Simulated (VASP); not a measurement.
Set up this calculation in VASP 6.6.1, as the native input.

```yaml
Task: single point
Functional: PBE
Potentials_or_basis: VASP PAW PBE potentials, release 64 (Ca_sv, Nb_sv)
Cutoff: 520 eV
k_mesh: 6 × 6 × 6
Occupations: gaussian, width 0.1 eV
Spin: no spin polarisation
Dipole_correction: no
Further_INCAR_settings: ALGO = Fast; EDIFF = 1e-06; NBANDS = 18
```

The structure of CaNb lies in POSCAR:

```
CaNb
1.0
    1.5584683677      0.8997821316      5.6345225851
   -1.5584683677      0.8997821316      5.6345225851
    0.0000000000     -1.7995642632      5.6345225851
Ca Nb
1 1
Direct
    0.0000000000      0.0000000000      0.0000000000
    0.5000000000      0.5000000000      0.5000000000
```

One way to write it, as run:

INCAR

```
SYSTEM = CaNb
ALGO = Fast
EDIFF = 1E-6
ENCUT = 520
GGA = PE
ISIF = 2
ISMEAR = 0
LASPH = .True.
LCHARG = .False.
LREAL = .False.
LWAVE = .False.
NBANDS = 18
NELM = 80
PREC = Accurate
SIGMA = 0.1
```

KPOINTS

```
k-points
0
Gamma
  6 6 6
  0 0 0
```

Potentials or basis: VASP PAW PBE potentials, release 64 (Ca_sv, Nb_sv).

Launch:

```sh
$ cat potpaw_PBE.64/Ca_sv/POTCAR potpaw_PBE.64/Nb_sv/POTCAR > POTCAR
$ mpirun -np 1 vasp_std > vasp.out
```

Results of the run:

```yaml
Pressure: 0.0 GPa
Band_gap_on_the_k_mesh: zero (an odd number of electrons rules out a gap without spin polarisation)
```

Caveat: the k points lie up to 0.39 Å⁻¹ apart, too coarse for converged energies and pressures of a metal.

It took 120 s on 1 thread of Intel(R) Xeon(R) 6975P-C (Granite Rapids), with other jobs on the host, peak memory 0.33 GiB.
